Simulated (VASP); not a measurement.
Runs of VASP 6.6.1 on Co. The structure is that of space group Fm-3m (No. 225), or close to it. The cells are those of the table. This isn't the form of Co at room conditions, which is hcp.

| level | k mesh for the DOS | occupations for the DOS | gap on the mesh (eV) | pressure (GPa) | moment (μB) |
| --- | --- | --- | --- | --- | --- |
| PBEsol | - | - | none | -10.7 | 1.63 |
| r2SCAN | - | - | none | -1.5 | (b) |
| PBE | 30 × 30 × 30 | tetrahedron | - | - | 1.64 |
| PBE | - | - | none | (a) | 1.64 |

Alike in all rows: task single point; potentials or basis VASP PAW PBE potentials, release 64 (Co); spin collinear, ferromagnetic start; cell a = 2.489 Å, angles 60.0°, 1 atom; k mesh 20 × 20 × 20; cutoff (eV) 520; smearing gaussian 0.1 eV.

Task: Estimate the missing entries.

Result: (a) -0.8; (b) 1.83.

Caveats: the PAW data sets were made with another functional, which shifts forces and pressure a little (at least some runs); the cell stands under tension (at least some runs); tetrahedron occupations give inexact forces and stress in metals (at least some runs).

A gap of «none» marks levels without a gap at the run's occupations.
